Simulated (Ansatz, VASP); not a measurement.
GaS3 in VASP and in Ansatz

The input INCAR:

```
PREC = Accurate
ENCUT = 520
EDIFF = 1E-6
ISMEAR = 0
SIGMA = 0.1
LREAL = F
LASPH = T
NELM = 80
ALGO = Normal
ISIF = 2
LWAVE = F
LCHARG = F
GGA = PE
NBANDS = 24
```

KPOINTS

```
Automatic mesh
0
Gamma
  4 4 4
```

The input POSCAR:

```
GaS3
1.0
   -2.9388654000      2.9388654000      2.9388654000
    2.9388654000     -2.9388654000      2.9388654000
    2.9388654000      2.9388654000     -2.9388654000
Ga S
1 3
Direct
    0.0000000000      0.0000000000      0.0000000000
    0.0000000000      0.5000000000      0.5000000000
    0.5000000000      0.0000000000      0.5000000000
    0.5000000000      0.5000000000      0.0000000000
```

Input for Ansatz:

```yaml
crystal:
  lattice:
    - [-2.9388654, 2.9388654, 2.9388654]
    - [2.9388654, -2.9388654, 2.9388654]
    - [2.9388654, 2.9388654, -2.9388654]
  atoms:
    - { symbol: Ga, position: [0.0, 0.0, 0.0] }
    - { symbol: S, position: [0.0, 0.5, 0.5] }
    - { symbol: S, position: [0.5, 0.0, 0.5] }
    - { symbol: S, position: [0.5, 0.5, 0.0] }
basis:
  ecutwfc: 420
kpoints:
  mp_grid: { grid: [4, 4, 4] }
hamiltonian:
  xc: pbe
scf:
  occupations: { method: gaussian, width: 0.1 }
  lower_state_search: "off"
output:
  forces: true
  stress: true
  eigenvalues: true
```

Alike in both runs: task single point; functional PBE; k mesh 4 × 4 × 4; occupations gaussian, width 0.1 eV; no spin polarisation.

|  | VASP | Ansatz |
| --- | --- | --- |
| version | VASP 6.6.1 | Ansatz 0.2.0 |
| potentials or method | VASP PAW PBE potentials, release 64 (Ga_d, S), cutoff 520 eV | scalar-relativistic, plane waves, PAW |
| valence electrons in the cell | 31 | 31 |

|  | VASP | Ansatz | Ansatz less VASP |
| --- | --- | --- | --- |
| gap on the k mesh at the Fermi level (eV) | none | none | - |
| pressure (GPa) | -10.9 | -10.9 | +0.02 |

A gap of «none» marks a metal or a gap that the smearing closes.

The k mesh is coarse, so the values compare programs but aren't converged.
